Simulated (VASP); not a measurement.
LiBr: single point with PBE

LiBr:

```
CELL_PARAMETERS angstrom
0.00000 2.74450 2.74450
2.74450 0.00000 2.74450
2.74450 2.74450 0.00000
ATOMIC_POSITIONS crystal
Li 0.00000 0.00000 0.00000
Br 0.50000 0.50000 0.50000
```

* Program: VASP 6.6.1
* Task: single point
* Functional: PBE
* Potentials or basis: VASP PAW PBE potentials, release 64 (Li_sv, Br)
* Cutoff: 750 eV
* k mesh: 10 × 10 × 10
* Occupations: fermi-dirac, width 0.03 eV
* Spin: no spin polarisation

| Property | Result |
| --- | --- |
| Pressure | 0.3 GPa |
| Band gap on the k mesh | 4.97 eV |

Levels at points of the mesh, in eV from the valence-band top:
```csv
k point,band 2,band 3,band 4,band 5,band 6,band 7,band 8,band 9
"(0.00, 0.00, 0.00)",-13.46,0.00,0.00,0.00,4.97,10.50,10.50,10.50
"(0.50, 0.00, 0.00)",-12.98,-2.91,-0.27,-0.27,5.62,8.10,8.10,11.82
"(0.50, 0.50, 0.00)",-12.79,-2.91,-1.15,-1.15,6.25,7.10,11.68,12.48
```

It took 64 s on 1 thread of Oxide Virtual Turin-like Processor, on a shared host, peak memory 0.18 GiB.

A k mesh can miss the band edges.
